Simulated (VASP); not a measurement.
A run of VASP 6.6.1 is set up as follows.

INCAR

```
SYSTEM = HfO2
  ALGO = Normal
  EDIFF = 1E-7
  ENCUT = 520
  GGA = PE
  ISIF = 2
  ISMEAR = -1
  LASPH = .True.
  LCHARG = .False.
  LREAL = .False.
  LWAVE = .False.
  NBANDS = 18
  NELM = 100
  PREC = Accurate
  SIGMA = 0.01
```

KPOINTS

```
k-points
0
Gamma
  9 9 9
  0 0 0
```

POSCAR

```
HfO2
1.0
    0.0000000000      2.5575000000      2.5063500000
    2.5575000000      0.0000000000      2.5063500000
    2.5575000000      2.5575000000      0.0000000000
Hf O
1 2
Direct
    0.0000000000      0.0000000000      0.0000000000
    0.2500000000      0.2500000000      0.2500000000
    0.7500000000      0.7500000000      0.7500000000
```

Potentials or basis: VASP PAW PBE potentials, release 64 (Hf_pv, O).

Launch:

```sh
$ cat potpaw_PBE.64/Hf_pv/POTCAR potpaw_PBE.64/O/POTCAR > POTCAR
$ mpirun -np 1 vasp_std > vasp.out
```

(1) Predict the band gap on the k mesh.

(2) Predict the pressure.

Answers

(1) 3.66 eV (least direct gap 3.85 eV).

(2) -1.2 GPa.

Caveat: the cell differs from its parent crystal (zz strain of -2 %); spin-orbit coupling is left out, which moves the levels of the heavy elements; an odd mesh through Γ misses points on the zone boundary, where band edges can lie.
